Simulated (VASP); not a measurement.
# Be4Se3 (P-43m) in VASP: notebook

Runs on Be4Se3. Level: PBE. Tasks: single point, relaxation of cell and atoms.

Everything below comes from runs of VASP 6.6.1. Logs are shortened: lines on timing, memory, paths and dates and some standing lists are left out, and cuts for length are marked.

### Step 1. The cell of the first run

Symmetry: P-43m, No. 215, cubic system. Conventional cell: a = 4.944 Å, b = 4.944 Å, c = 4.944 Å, α = 90.00°, β = 90.00°, γ = 90.00°. Be (site symmetry 3m) has 3 Se at 2.20 Å within 2.9 Å. Within 2.9 Å of Se (site symmetry -42m) lie 4 Be at 2.20 Å.

The cell was built from a structure type or drawn by symmetry, and may not be a known phase.

### Step 2. Single point, PBE

INCAR

```
SYSTEM = Be4Se3
  PREC = Accurate
  ENCUT = 520
  EDIFF = 1E-6
  ISMEAR = 0
  SIGMA = 0.2
  LREAL = .FALSE.
  LASPH = .TRUE.
  NELM = 80
  ALGO = Normal
  ISIF = 2
  LWAVE = .FALSE.
  LCHARG = .FALSE.
  GGA = PE
  NBANDS = 22
```

KPOINTS

```
regular mesh
0
G
  3 3 3
  0 0 0
```

POSCAR

```
Be4Se3
1.0
    4.9437169902      0.0000000000      0.0000000000
    0.0000000000      4.9437169902      0.0000000000
    0.0000000000      0.0000000000      4.9437169902
Be Se
4 3
Direct
    0.7325177873      0.2674822127      0.2674822127
    0.2674822127      0.7325177873      0.2674822127
    0.2674822127      0.2674822127      0.7325177873
    0.7325177873      0.7325177873      0.7325177873
    0.0000000000      0.0000000000      0.5000000000
    0.5000000000      0.0000000000      0.0000000000
    0.0000000000      0.5000000000      0.0000000000
```

Potentials or basis: VASP PAW PBE potentials, release 64 (Be, Se).

Launch:

```sh
> cat potpaw_PBE.64/Be/POTCAR potpaw_PBE.64/Se/POTCAR > POTCAR
> mpirun -np 1 vasp_std > vasp.out
```

OUTCAR:

```text
SYSTEM = Be4Se3
   PREC = Accurate
   ENCUT = 520
   EDIFF = 1E-6
   ISMEAR = 0
   LREAL = .FALSE.
   LASPH = .TRUE.
   NELM = 80
   ISIF = 2
   GGA = PE

 ion  position               nearest neighbor table
   1  0.733  0.267  0.267-   5 2.20   6 2.20   7 2.20
   2  0.267  0.733  0.267-   5 2.20   6 2.20   7 2.20
   3  0.267  0.267  0.733-   5 2.20   6 2.20   7 2.20
   4  0.733  0.733  0.733-   5 2.20   6 2.20   7 2.20
   5  0.000  0.000  0.500-   1 2.20   2 2.20   3 2.20   4 2.20
   6  0.500  0.000  0.000-   1 2.20   2 2.20   3 2.20   4 2.20
   7  0.000  0.500  0.000-   1 2.20   2 2.20   3 2.20   4 2.20

  LATTYP: Found a simple cubic cell.
 ALAT       =     4.9437169902

  Lattice vectors:

 A1 = (   4.9437169902,   0.0000000000,   0.0000000000)
 A2 = (   0.0000000000,   4.9437169902,   0.0000000000)
 A3 = (   0.0000000000,   0.0000000000,   4.9437169902)

Analysis of symmetry for initial positions (statically):
=====================================================================
 Subroutine PRICEL returns:
 Original cell was already a primitive cell.

 Routine SETGRP: Setting up the symmetry group for a
 simple cubic supercell.

 Subroutine GETGRP returns: Found 24 space group operations
 (whereof 24 operations were pure point group operations)
 out of a pool of 48 trial point group operations.

The static configuration has the point symmetry T_d .

Analysis of symmetry for dynamics (positions and initial velocities):
=====================================================================
 Subroutine PRICEL returns:
 Original cell was already a primitive cell.

 Routine SETGRP: Setting up the symmetry group for a
 simple cubic supercell.

 Subroutine GETGRP returns: Found 24 space group operations
 (whereof 24 operations were pure point group operations)
 out of a pool of 48 trial point group operations.

The dynamic configuration has the point symmetry T_d .

 Subroutine INISYM returns: Found 24 space group operations
 (whereof 24 operations are pure point group operations),
 and found     1 'primitive' translations

----------------------------------------------------------------------------------------

                                     Primitive cell

  volume of cell :     120.8261

  direct lattice vectors                    reciprocal lattice vectors
     4.943716990  0.000000000  0.000000000     0.202276951  0.000000000  0.000000000
     0.000000000  4.943716990  0.000000000     0.000000000  0.202276951  0.000000000
     0.000000000  0.000000000  4.943716990     0.000000000  0.000000000  0.202276951

  length of vectors
     4.943716990  4.943716990  4.943716990     0.202276951  0.202276951  0.202276951

  position of ions in fractional coordinates (direct lattice)
     0.732517787  0.267482213  0.267482213
     0.267482213  0.732517787  0.267482213
     0.267482213  0.267482213  0.732517787
     0.732517787  0.732517787  0.732517787
     0.000000000  0.000000000  0.500000000
     0.500000000  0.000000000  0.000000000
     0.000000000  0.500000000  0.000000000

  ion indices of the primitive-cell ions
   primitive index   ion index
                 1           1
                 2           2
                 3           3
                 4           4
                 5           5
                 6           6
                 7           7

----------------------------------------------------------------------------------------

 KPOINTS: regular mesh

Automatic generation of k-mesh.
 Grid dimensions read from file:
 generate k-points for:    3    3    3

 Generating k-lattice:

  Cartesian coordinates                     Fractional coordinates (reciprocal lattice)
     0.067425650  0.000000000  0.000000000     0.333333333  0.000000000  0.000000000
     0.000000000  0.067425650  0.000000000     0.000000000  0.333333333  0.000000000
     0.000000000  0.000000000  0.067425650     0.000000000  0.000000000  0.333333333

  Length of vectors
     0.067425650  0.067425650  0.067425650

  Shift w.r.t. Gamma in fractional coordinates (k-lattice)
     0.000000000  0.000000000  0.000000000

 Subroutine IBZKPT returns following result:
 ===========================================

 Found      4 irreducible k-points:

 Following reciprocal coordinates:
            Coordinates               Weight
  0.000000  0.000000  0.000000      1.000000
  0.333333  0.000000  0.000000      6.000000
  0.333333  0.333333  0.000000     12.000000
  0.333333  0.333333  0.333333      8.000000
   k-points           NKPTS =      4   k-points in BZ     NKDIM =      4   number of bands    NBANDS=     22
   number of dos      NEDOS =    301   number of ions     NIONS =      7
   total plane-waves  NPLWV =  64000
   dimension x,y,z NGX =    40 NGY =   40 NGZ =   40
   dimension x,y,z NGXF=    80 NGYF=   80 NGZF=   80
   ions per type =               4   3
   NGX,Y,Z   is equivalent  to a cutoff of  13.45, 13.45, 13.45 a.u.
   NGXF,Y,Z  is equivalent  to a cutoff of  26.90, 26.90, 26.90 a.u.
 SYSTEM =  Be4Se3
   PREC   = accura    normal or accurate (medium, high low for compatibility)
   ISTART =      0    job   : 0-new  1-cont  2-samecut
   ICHARG =      2    charge: 1-file 2-atom 10-const
   ISPIN  =      1    spin polarized calculation?
   LNONCOLLINEAR =      F non collinear calculations
   LSORBIT =      F    spin-orbit coupling
   LASPH  =      T    aspherical Exc in radial PAW
   ENCUT  =  520.0 eV  38.22 Ry    6.18 a.u.   9.19  9.19  9.19*2*pi/ulx,y,z
   NELM   =     80;   NELMIN=  2; NELMDL= -5     # of ELM steps
   EDIFF  = 0.1E-05   stopping-criterion for ELM
   LREAL  =      F    real-space projection
[... 7 lines left out ...]
   TEBEG  =    0.0;   TEEND  =   0.0 temperature during run
   PSTRESS=    0.0 pullay stress
   NELECT =      26.0000    total number of electrons
   NUPDOWN=      -1.0000    fix difference up-down
   EMIN   =  10.00;   EMAX   =-10.00  energy-range for DOS
   EFERMI =   0.00;   METHOD = LEGACY
   ISMEAR =     0;   SIGMA  =   0.20  broadening in eV -4-tet -1-fermi 0-gaus
   EFERMI_NEDOS =   21; number of points for ismear=-14 and -15
   IALGO  =     38    algorithm
   IMIX   =      4    mixing-type and parameters
     AMIX     =   0.40;   BMIX     =  1.00
     AMIX_MAG =   1.60;   BMIX_MAG =  1.00
  volume/ion in A,a.u.               =      17.26       116.48
  Fermi-wavevector in a.u.,A,eV,Ry     =   0.981023  1.853864 13.094320  0.962405
  Thomas-Fermi vector in A             =   2.111998
   LORBIT       =      0    0 simple, 1 ext, 2 COOP (PROOUT), +10 PAW based schemes
   GGA     = PE    functional components
   LHFCALC =     F    Hartree Fock is set to
   AEXX    =    0.0000 exact exchange contribution
   IVDW    =     0    specifies the selected vdW correction
   LEPSILON=     F    determine dielectric tensor
   LRPA    =     F    only Hartree local field effects (RPA)
 non-spin polarized calculation
 Gauss-broadening in eV      SIGMA  =   0.20
  energy-cutoff  :      520.00
  volume of cell :      120.83
 maximum number of plane-waves:      3253
 NGX is ok and might be reduce to    40
   NGX = 19   NGY = 19   NGZ = 19

 number of electron      26.0000001 magnetization

 Free energy of the ion-electron system (eV)
  ---------------------------------------------------
  ext. energy  EPLUGINS =         0.00000000
  ---------------------------------------------------
  free energy    TOTEN  =       -27.32286111 eV

  energy without entropy =      -27.32286111  energy(sigma->0) =      -27.32286111

 E-fermi :   4.4070     XC(G=0):  -9.2336

 val. band max:        3.4522496844   @ k =   0.3333   0.3333   0.0000
 cond. band min:       5.3972481575   @ k =   0.3333   0.0000   0.0000
 fundamental gap:      1.9449984731
 Fermi energy:         4.4069575698

 k-point     1 :       0.0000    0.0000    0.0000
  band No.  band energies     occupation
      1     -10.9630      2.00000
      2      -9.1371      2.00000
      3      -9.1371      2.00000
      4      -1.9760      2.00000
      5      -1.9760      2.00000
      6      -1.9760      2.00000
[... 14 lines left out ...]
     21       8.5053      0.00000
     22       8.5053      0.00000

 k-point     2 :       0.3333    0.0000    0.0000
  band No.  band energies     occupation
      1     -10.6408      2.00000
      2      -9.6185      2.00000
      3      -9.0974      2.00000
      4      -1.6337      2.00000
      5      -1.6337      2.00000
      6      -1.5029      2.00000
[... 14 lines left out ...]
     21       9.4100      0.00000
     22       9.6382      0.00000

 k-point     3 :       0.3333    0.3333    0.0000
  band No.  band energies     occupation
      1     -10.3393      2.00000
      2      -9.6498      2.00000
      3      -9.3970      2.00000
      4      -2.3506      2.00000
      5      -1.5531      2.00000
      6      -1.0886      2.00000
[... 14 lines left out ...]
     21      10.0379      0.00000
     22      10.4562      0.00000

 k-point     4 :       0.3333    0.3333    0.3333
  band No.  band energies     occupation
      1     -10.0995      2.00000
      2      -9.5966      2.00000
      3      -9.5966      2.00000
      4      -2.6502      2.00000
      5      -2.0394      2.00000
      6      -2.0394      2.00000
[... 14 lines left out ...]
     21       9.9417      0.00000
     22      10.4480      0.00000

------------------------ aborting loop because EDIFF is reached ----------------------------------------

  FORCE on cell =-STRESS in cart. coord.  units (eV):
  Direction    XX          YY          ZZ          XY          YZ          ZX
  --------------------------------------------------------------------------------------
  -------------------------------------------------------------------------------------
  Total        0.4346947      0.4346947      0.4346947     -0.0000000     -0.0000000     -0.0000000
  in kB        5.7641347      5.7641347      5.7641347     -0.0000000     -0.0000000     -0.0000000
  external PRESSURE =       5.7641347 kB  Pullay stress =       0.0000000 kB

 VOLUME and BASIS-vectors are now :
 -----------------------------------------------------------------------------
  energy-cutoff  :      520.00
  volume of cell :      120.83
      direct lattice vectors                 reciprocal lattice vectors
     4.943716990  0.000000000  0.000000000     0.202276951  0.000000000  0.000000000
     0.000000000  4.943716990  0.000000000     0.000000000  0.202276951  0.000000000
     0.000000000  0.000000000  4.943716990     0.000000000  0.000000000  0.202276951

 POSITION                                       TOTAL-FORCE (eV/Angst)
 -----------------------------------------------------------------------------------
      3.62136      1.32236      1.32236        -0.018997      0.018997      0.018997
      1.32236      3.62136      1.32236         0.018997     -0.018997      0.018997
      1.32236      1.32236      3.62136         0.018997      0.018997     -0.018997
      3.62136      3.62136      3.62136        -0.018997     -0.018997     -0.018997
      0.00000      0.00000      2.47186        -0.000000     -0.000000     -0.000000
      2.47186      0.00000      0.00000        -0.000000     -0.000000     -0.000000
      0.00000      2.47186      0.00000        -0.000000     -0.000000     -0.000000
 -----------------------------------------------------------------------------------
    total drift:                                0.000000      0.000000     -0.000000

  FREE ENERGIE OF THE ION-ELECTRON SYSTEM (eV)
  ---------------------------------------------------
  free  energy   TOTEN  =       -27.3228611088 eV

  energy  without entropy=      -27.3228611088  energy(sigma->0) =      -27.32286111
```

Wall time 16 s (1 thread of Intel Xeon 8259CL, shared host); peak memory 0.23 GiB.

What came out:

```yaml
Free_energy: -27.3229 eV
Pressure: 0.6 GPa
Largest_force: 0.033 eV/Å
Band_gap_on_the_k_mesh: 1.95 eV (least direct gap 2.27 eV)
```

Forces on the atoms (eV/Å):
```
Be  -0.019  0.019  0.019
Be   0.019 -0.019  0.019
Be   0.019  0.019 -0.019
Be  -0.019 -0.019 -0.019
Se   0.000  0.000  0.000
Se   0.000  0.000  0.000
Se   0.000  0.000  0.000
```

Caveat: the k points lie up to 0.42 Å⁻¹ apart; an odd mesh through Γ misses points on the zone boundary, where band edges can lie.

### Step 3. Single point, PBE

INCAR

```
ALGO     = Normal         # electronic algorithm
EDIFF    = 1E-7           # SCF threshold, eV
ENCUT    = 520            # plane-wave cutoff, eV
GGA      = PE             # functional
ISIF     = 2              # what is computed and relaxed
ISMEAR   = 0              # smearing method
LASPH    = T              # aspherical terms in the spheres
LCHARG   = F              # write CHGCAR
LREAL    = F              # projectors in reciprocal space
LWAVE    = F              # write WAVECAR
NBANDS   = 22             # bands
NELM     = 80             # most SCF steps
PREC     = Accurate       # precision mode
SIGMA    = 0.1            # smearing width, eV
```

KPOINTS

```
k-points
0
Gamma
  4 4 4
```

POSCAR

```
Be4Se3
1.0
    4.9461111111      0.0000000000      0.0000000000
    0.0000000000      4.9461111111      0.0000000000
    0.0000000000      0.0000000000      4.9461111111
Be Se
4 3
Direct
    0.7681393993      0.7681393993      0.2318606007
    0.7681393993      0.2318606007      0.7681393993
    0.2318606007      0.2318606007      0.2318606007
    0.2318606007      0.7681393993      0.7681393993
    0.5000000000      0.0000000000      0.5000000000
    0.0000000000      0.5000000000      0.5000000000
    0.5000000000      0.5000000000      0.0000000000
```

Potentials or basis: VASP PAW PBE potentials, release 64 (Be, Se).

Launch:

```sh
> cat potpaw_PBE.64/Be/POTCAR potpaw_PBE.64/Se/POTCAR > POTCAR
> mpirun -np 1 vasp_std > vasp.out
```

OUTCAR:

```text
EDIFF = 1E-7
   ENCUT = 520
   GGA = PE
   ISIF = 2
   ISMEAR = 0
   LASPH = T
   LREAL = F
   NELM = 80
   PREC = Accurate

 ion  position               nearest neighbor table
   1  0.768  0.768  0.232-   5 2.20   6 2.20   7 2.20
   2  0.768  0.232  0.768-   5 2.20   6 2.20   7 2.20
   3  0.232  0.232  0.232-   5 2.20   6 2.20   7 2.20
   4  0.232  0.768  0.768-   5 2.20   6 2.20   7 2.20
   5  0.500  0.000  0.500-   1 2.20   2 2.20   3 2.20   4 2.20
   6  0.000  0.500  0.500-   1 2.20   2 2.20   3 2.20   4 2.20
   7  0.500  0.500  0.000-   1 2.20   2 2.20   3 2.20   4 2.20

[... 442 lines left out ...]
  Total        0.1669245      0.1669245      0.1669245     -0.0000000     -0.0000000     -0.0000000
  in kB        2.2102378      2.2102378      2.2102378     -0.0000000     -0.0000000     -0.0000000
  external PRESSURE =       2.2102378 kB  Pullay stress =       0.0000000 kB

 VOLUME and BASIS-vectors are now :
 -----------------------------------------------------------------------------
  energy-cutoff  :      520.00
  volume of cell :      121.00
      direct lattice vectors                 reciprocal lattice vectors
     4.946111111  0.000000000  0.000000000     0.202179041  0.000000000  0.000000000
     0.000000000  4.946111111  0.000000000     0.000000000  0.202179041  0.000000000
     0.000000000  0.000000000  4.946111111     0.000000000  0.000000000  0.202179041

 POSITION                                       TOTAL-FORCE (eV/Angst)
 -----------------------------------------------------------------------------------
      3.79930      3.79930      1.14681         0.010367      0.010367     -0.010367
      3.79930      1.14681      3.79930         0.010367     -0.010367      0.010367
      1.14681      1.14681      1.14681        -0.010367     -0.010367     -0.010367
      1.14681      3.79930      3.79930        -0.010367      0.010367      0.010367
      2.47306      0.00000      2.47306         0.000000     -0.000000      0.000000
      0.00000      2.47306      2.47306         0.000000     -0.000000      0.000000
      2.47306      2.47306      0.00000         0.000000     -0.000000     -0.000000
 -----------------------------------------------------------------------------------
    total drift:                                0.000000      0.000000     -0.000000

  FREE ENERGIE OF THE ION-ELECTRON SYSTEM (eV)
  ---------------------------------------------------
  free  energy   TOTEN  =       -27.3258382185 eV

  energy  without entropy=      -27.3258382185  energy(sigma->0) =      -27.32583822
```

stdout:

```text
POSCAR found type information on POSCAR BeSe
 POSCAR found :  2 types and       7 ions
 scaLAPACK will be used
 LDA part: xc-table for (Slater+PW92), standard interpolation
 POSCAR, INCAR and KPOINTS ok, starting setup
 FFT: planning ... GRIDC
 FFT: planning ... GRID_SOFT
 FFT: planning ... GRID
 WAVECAR not read
 entering main loop
```

It took 33 s on 1 thread of Intel Xeon 8259CL, shared host; peak memory 0.24 GiB.

Results:

```yaml
Free_energy: -27.3258 eV
Pressure: 0.2 GPa
Largest_force: 0.018 eV/Å
Band_gap_on_the_k_mesh: 0.96 eV
```

Forces on the atoms (eV/Å):
```
Be   0.010  0.010 -0.010
Be   0.010 -0.010  0.010
Be  -0.010 -0.010 -0.010
Be  -0.010  0.010  0.010
Se   0.000  0.000  0.000
Se   0.000  0.000  0.000
Se   0.000  0.000  0.000
```

(Part 1 of 2 ends here.)
